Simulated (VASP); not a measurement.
Here is a VASP 6.6.1 calculation.

INCAR

```
ALGO = Fast
EDIFF = 1E-7
ENCUT = 520
ISIF = 2
ISMEAR = 0
LASPH = T
LCHARG = F
LREAL = F
LWAVE = F
NBANDS = 18
NELM = 60
PREC = Accurate
SIGMA = 0.15
```

File KPOINTS:

```
k-points
0
Gamma
  18 18 14
```

POSCAR

```
CuAu
1.0
    2.8000000000      0.0000000000      0.0000000000
    0.0000000000      2.8000000000      0.0000000000
    0.0000000000      0.0000000000      3.4865000000
Cu Au
1 1
Direct
    0.5000000000      0.5000000000      0.5000000000
    0.0000000000      0.0000000000      0.0000000000
```

Potentials or basis: VASP PAW LDA potentials, release 64 (Cu, Au).

The run is started by

```console
$ cat potpaw_LDA.64/Cu/POTCAR potpaw_LDA.64/Au/POTCAR > POTCAR
$ mpirun -np 1 vasp_std > vasp.out
```

Predict the band gap on the k mesh.

zero (band 11 reaches 14.75 eV, above the bottom of band 12 at 7.24 eV).

What does it give for the pressure?

2.1 GPa.

Stress tensor (GPa, compression positive):
```
1.94 0.00 0.00
0.00 1.94 0.00
0.00 0.00 2.35
```

Caveat: the cell differs from its parent crystal (strain +0.000 along x and y, -0.050 along z); spin-orbit coupling is left out, which moves the levels of the heavy elements.
